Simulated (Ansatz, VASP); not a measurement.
## Li2Se in VASP and in Ansatz

```xyz
3
Lattice="0.0000 2.9632 2.9632 2.9632 0.0000 2.9632 2.9632 2.9632 0.0000" Properties=species:S:1:pos:R:3 pbc="T T T"
Li    1.4816    1.4816    1.4816
Li    4.4448    4.4448    4.4448
Se    0.0000    0.0000    0.0000
```

Alike in both runs: task single point; functional r2SCAN; k mesh 6 × 6 × 6; no spin polarisation.

```csv
,VASP,Ansatz
version,VASP 6.6.1,Ansatz 0.2.0
potentials or method,"VASP PAW PBE potentials, release 64 (Li_sv, Se)","plane waves, PAW"
plane-wave cutoff (eV),830,500
occupations,"gaussian, width 0.01 eV",fixed
valence electrons in the cell,12,22
```

Ansatz gave:

- gap on the k mesh at the Fermi level (eV): 3.45
- pressure (GPa): 1.1

Problem. Which values does VASP return?

Solution. gap on the k mesh at the Fermi level (eV): 3.43; pressure (GPa): 1.0.

VASP's potentials were made for PBE, not for r2SCAN. VASP's potentials hold 12 valence electrons a cell and Ansatz's 22, so a difference there can come from the potentials and not from the codes.
